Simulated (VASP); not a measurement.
Set up this calculation in VASP 6.6.1, as the native input.

| Property | Result |
| --- | --- |
| Task | single point |
| Functional | PBE |
| Potentials or basis | VASP PAW PBE potentials, release 64 (Mg, H) |
| Cutoff | 520 eV |
| k mesh | 4 × 3 × 4 |
| Occupations | gaussian, width 0.15 eV |
| Spin | no spin polarisation |
| Dipole correction | no |
| Further INCAR settings | ALGO = Normal; EDIFF = 1e-06; NBANDS = 24 |

The structure of Mg12H (a cell with a defect) lies in POSCAR:

```
Mg12H
1.0
    6.4200000000      0.0000000000      0.0000000000
   -4.8150000000      8.3398250000      0.0000000000
    0.0000000000      0.0000000000      5.2130400000
Mg H
12 1
Direct
   -0.0006796413     -0.0005585249      0.0030707610
    0.1617304501      0.2196570072      0.5027214447
   -0.0017283390      0.3316992863      0.0028417200
    0.1729036551      0.5480713324      0.5002618434
    0.0004580295      0.6663027102     -0.0072105720
    0.1744647147      0.9016698792      0.5004580820
    0.5009569190      0.0001502430      0.0036358823
    0.6688199519      0.2229784198      0.5033805611
    0.4978312922      0.3308425537      0.0033581173
    0.6511328190      0.5494645271      0.5003136366
    0.5001653146      0.6665728597      0.0029547059
    0.6673220819      0.8890030666      0.5040099443
    0.0024765295      0.6679439916      0.5338301644
```

These files were run (other wordings do the same):

INCAR

```
PREC = Accurate
ENCUT = 520
EDIFF = 1E-6
ISMEAR = 0
SIGMA = 0.15
LREAL = False
LASPH = True
NELM = 80
ALGO = Normal
ISIF = 2
LWAVE = False
LCHARG = False
GGA = PE
NBANDS = 24
```

KPOINTS

```
Automatic mesh
0
Gamma
  4 3 4
```

Potentials or basis: VASP PAW PBE potentials, release 64 (Mg, H).

Run with:

```bash
$ cat potpaw_PBE.64/Mg/POTCAR potpaw_PBE.64/H/POTCAR > POTCAR
$ mpirun -np 1 vasp_std > vasp.out
```

It gave:

```json
{
  "Pressure": "-0.1 GPa",
  "Largest force": "0.120 eV/Å",
  "Band gap on the k mesh": "zero (an odd number of electrons rules out a gap without spin polarisation)"
}
```

Wall time 2.8 min on 1 thread of Oxide Virtual Turin-like Processor (shared host), peak memory 0.39 GiB.
